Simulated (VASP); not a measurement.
# CdSe (F-43m) in VASP: a series of runs, part 2 of 2

VASP 6.6.1. The steps go on from the part before.

### Step 4. Electric field gradients, r2SCAN

POSCAR

```
CdSe
1.0
    0.0000000000      3.0702711986      3.0702711986
    3.0702711986      0.0000000000      3.0702711986
    3.0702711986      3.0702711986      0.0000000000
Cd Se
1 1
Direct
    0.0000000000      0.0000000000      0.0000000000
    0.2500000000      0.2500000000      0.2500000000
```

INCAR.step1

```
PREC = Accurate
ENCUT = 520
ISMEAR = -1
SIGMA = 0.03
LREAL = False
LASPH = True
NELM = 60
NBANDS = 16
GGA = PE
ALGO = Normal
EDIFF = 1E-4
LWAVE = True
LCHARG = False
```

INCAR.step2

```
PREC = Accurate
ENCUT = 520
EDIFF = 1E-8
ISMEAR = -1
SIGMA = 0.03
LREAL = False
LASPH = True
NELM = 60
ALGO = Normal
ISIF = 2
LWAVE = False
LCHARG = False
METAGGA = R2SCAN
LMIXTAU = True
LEFG = True
NBANDS = 16
ISTART = 1
```

KPOINTS

```
regular mesh
0
Gamma
  8 8 8
```

Potentials or basis: VASP PAW PBE potentials, release 64 (Cd, Se).

Run with:

```bash
> cat potpaw_PBE.64/Cd/POTCAR potpaw_PBE.64/Se/POTCAR > POTCAR
> cp INCAR.step1 INCAR
> mpirun -np 1 vasp_std > vasp.out
> cp INCAR.step2 INCAR
> mpirun -np 1 vasp_std > vasp.out
```

OUTCAR:

```text
PREC = Accurate
   ENCUT = 520
   EDIFF = 1E-8
   ISMEAR = -1
   LREAL = False
   LASPH = True
   NELM = 60
   ISIF = 2
   METAGGA = R2SCAN
   ISTART = 1

 ion  position               nearest neighbor table
   1  0.000  0.000  0.000-   2 2.66   2 2.66   2 2.66   2 2.66
   2  0.250  0.250  0.250-   1 2.66   1 2.66   1 2.66   1 2.66

  LATTYP: Found a face centered cubic cell.
 ALAT       =     6.1405423972

  Lattice vectors:

 A1 = (   0.0000000000,   3.0702711986,   3.0702711986)
 A2 = (   3.0702711986,   0.0000000000,   3.0702711986)
 A3 = (   3.0702711986,   3.0702711986,   0.0000000000)

Analysis of symmetry for initial positions (statically):
=====================================================================
 Subroutine PRICEL returns:
 Original cell was already a primitive cell.

 Routine SETGRP: Setting up the symmetry group for a
 face centered cubic supercell.

 Subroutine GETGRP returns: Found 24 space group operations
 (whereof 24 operations were pure point group operations)
 out of a pool of 48 trial point group operations.

The static configuration has the point symmetry T_d .

Analysis of symmetry for dynamics (positions and initial velocities):
=====================================================================
 Subroutine PRICEL returns:
 Original cell was already a primitive cell.

 Routine SETGRP: Setting up the symmetry group for a
 face centered cubic supercell.

 Subroutine GETGRP returns: Found 24 space group operations
 (whereof 24 operations were pure point group operations)
 out of a pool of 48 trial point group operations.

The dynamic configuration has the point symmetry T_d .
[... 157 lines left out ...]
      3      -7.6557      2.00000
      4      -7.6557      2.00000
      5      -7.2858      2.00000
      6      -7.2858      2.00000
[... 433 lines left out ...]
      3      -7.5042      2.00000
      4      -7.3032      2.00000
      5      -7.2701      2.00000
      6      -6.9202      2.00000
[... 8 lines left out ...]
     15      12.5939      0.00000
     16      13.5937      0.00000

 [... further k-points ...]

------------------------ aborting loop because EDIFF is reached ----------------------------------------

  FORCE on cell =-STRESS in cart. coord.  units (eV):
  Direction    XX          YY          ZZ          XY          YZ          ZX
  --------------------------------------------------------------------------------------
  -------------------------------------------------------------------------------------
  Total        0.0221576      0.0221576      0.0221576      0.0000000      0.0000000     -0.0000000
  in kB        0.6133007      0.6133007      0.6133007      0.0000000      0.0000000     -0.0000000
  external PRESSURE =       0.6133007 kB  Pullay stress =       0.0000000 kB

 VOLUME and BASIS-vectors are now :
 -----------------------------------------------------------------------------
  energy-cutoff  :      520.00
  volume of cell :       57.88
      direct lattice vectors                 reciprocal lattice vectors
     0.000000000  3.070271199  3.070271199    -0.162852063  0.162852063  0.162852063
     3.070271199  0.000000000  3.070271199     0.162852063 -0.162852063  0.162852063
     3.070271199  3.070271199  0.000000000     0.162852063  0.162852063 -0.162852063

 POSITION                                       TOTAL-FORCE (eV/Angst)
 -----------------------------------------------------------------------------------
      0.00000      0.00000      0.00000         0.000000      0.000000      0.000000
      1.53514      1.53514      1.53514        -0.000000     -0.000000     -0.000000
 -----------------------------------------------------------------------------------
    total drift:                               -0.000004     -0.000004     -0.000004

  FREE ENERGIE OF THE ION-ELECTRON SYSTEM (eV)
  ---------------------------------------------------
  free  energy   TOTEN  =       -35.9159333233 eV

  energy  without entropy=      -35.9159333230  energy(sigma->0) =      -35.91593332

 Electric field gradients (V/A^2)
---------------------------------------------------------------------
 ion       V_xx      V_yy      V_zz      V_xy      V_xz      V_yz
---------------------------------------------------------------------
   1       0.000    -0.000    -0.000    -0.002    -0.002    -0.002
   2      -0.000     0.000     0.000     0.000     0.000     0.000
---------------------------------------------------------------------

 Electric field gradients after diagonalization (V/A^2)
 (convention: |V_zz| > |V_xx| > |V_yy|)
----------------------------------------------------------------------
 ion       V_xx      V_yy      V_zz     asymmetry (V_yy - V_xx)/ V_zz
----------------------------------------------------------------------
   1       0.002     0.002    -0.004       0.000
   2      -0.000    -0.000     0.000       0.000
----------------------------------------------------------------------

           NMR quadrupolar parameters

 Cq : quadrupolar parameter    Cq=e*Q*V_zz/h
 eta: asymmetry parameters     (V_yy - V_xx)/ V_zz
 Q  : nuclear electric quadrupole moment in mb (millibarn)
----------------------------------------------------------------------
 ion       Cq(MHz)       eta       Q (mb)
----------------------------------------------------------------------
   1      -0.000       0.000       1.000
   2       0.000       0.000       1.000
----------------------------------------------------------------------
```

OSZICAR.step1:

```text
N       E                     dE             d eps       ncg     rms          rms(c)
DAV:   1     0.106171403022E+03    0.10617E+03   -0.88171E+03   936   0.101E+03
DAV:   2    -0.171965791104E+01   -0.10789E+03   -0.10240E+03  1152   0.246E+02
DAV:   3    -0.585075267648E+01   -0.41311E+01   -0.41253E+01  1024   0.499E+01
DAV:   4    -0.586967732499E+01   -0.18925E-01   -0.18924E-01  1240   0.334E+00
DAV:   5    -0.586979452736E+01   -0.11720E-03   -0.11720E-03  1064   0.228E-01    0.586E+00
DAV:   6    -0.551056312604E+01    0.35923E+00   -0.54878E-01  1368   0.867E+00    0.468E+00
DAV:   7    -0.548923509617E+01    0.21328E-01   -0.14086E-01  1080   0.248E+00    0.204E+00
DAV:   8    -0.549015133473E+01   -0.91624E-03   -0.13000E-02  1064   0.137E+00    0.245E-01
DAV:   9    -0.549034677901E+01   -0.19544E-03   -0.13945E-03  1112   0.473E-01    0.464E-02
DAV:  10    -0.549041443546E+01   -0.67656E-04   -0.14991E-04  1000   0.154E-01
   1 F= -.54904144E+01 E0= -.54904142E+01  d E =-.485915E-06
```

Wall time 78 s (1 thread of Intel Xeon Platinum 8259CL at 2.50GHz (Skylake/Cascade Lake), shared host); peak memory 0.2 GiB.

What came out:

```
Free energy                             : -35.9159 eV
Pressure                                : 0.1 GPa
Band gap on the k mesh                  : 1.02 eV
Largest electric field gradient by atom : under 0.05 V/Å² on every atom
```

Caveat: the PAW data sets were made with another functional, which shifts forces and pressure a little.

### Step 5. The runs side by side

```tsv
level	potentials or basis	cell	gap on the mesh (eV)	pressure (GPa)
PBEsol	VASP PAW PBE potentials, release 64 (Cd, Se)	a = 4.342 Å, angles 60.0°, 2 atoms	0.43	-1.1
LDA	VASP PAW LDA potentials, release 64 (Cd, Se)	a = 4.399 Å, angles 60.0°, 2 atoms	0.23	-4.4
r2SCAN	VASP PAW PBE potentials, release 64 (Cd, Se)	a = 4.342 Å, angles 60.0°, 2 atoms	1.02	0.1
```

Alike in all rows: task electric field gradients; no spin polarisation; k mesh 8 × 8 × 8; cutoff (eV) 520; smearing fermi-dirac 0.03 eV.

Caveats: semilocal functionals underestimate gaps, and a narrow one can read as zero (at least some runs); the PAW data sets were made with another functional, which shifts forces and pressure a little (at least some runs); the cell stands under tension (at least some runs).

Absolute energies hang on the potentials; compare differences alone.
